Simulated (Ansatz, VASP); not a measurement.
CoO: VASP beside Ansatz

```
CELL_PARAMETERS angstrom
2.57246 0.00000 0.00000
0.00000 2.57246 0.00000
0.00000 0.00000 2.57246
ATOMIC_POSITIONS crystal
Co 0.00000 0.00000 0.00000
O 0.50000 0.50000 0.50000
```

Alike in both runs: task single point; functional PBEsol; k mesh 16 × 16 × 16; occupations gaussian, width 0.1 eV; collinear spin.

|  | VASP | Ansatz |
| --- | --- | --- |
| version | VASP 6.6.1 | Ansatz 0.2.0 |
| potentials or method | VASP PAW PBE potentials, release 64 (Co, O), cutoff 520 eV | scalar-relativistic, plane waves, PAW |
| valence electrons in the cell | 15 | 23 |

Ansatz gave:

| Item | Value |
| --- | --- |
| gap on the k mesh at the Fermi level (eV) | none |
| pressure (GPa) | 0.0 |
| net moment per atom (μB) | 1.50 |
| size of the moment on the site where the two differ most (μB) | 0.49 |

Problem. Estimate VASP's values.

Solution. gap on the k mesh at the Fermi level (eV): none; pressure (GPa): -0.4; net moment per atom (μB): 1.50; size of the moment on the site where the two differ most (μB): 0.46.

VASP's potentials were made for PBE, not for PBEsol. Site moments also hang on the region over which each program counts them. A gap of «none» marks a metal or a gap that the smearing closes. VASP's potentials hold 15 valence electrons a cell and Ansatz's 23, so a difference there can come from the potentials and not from the codes.
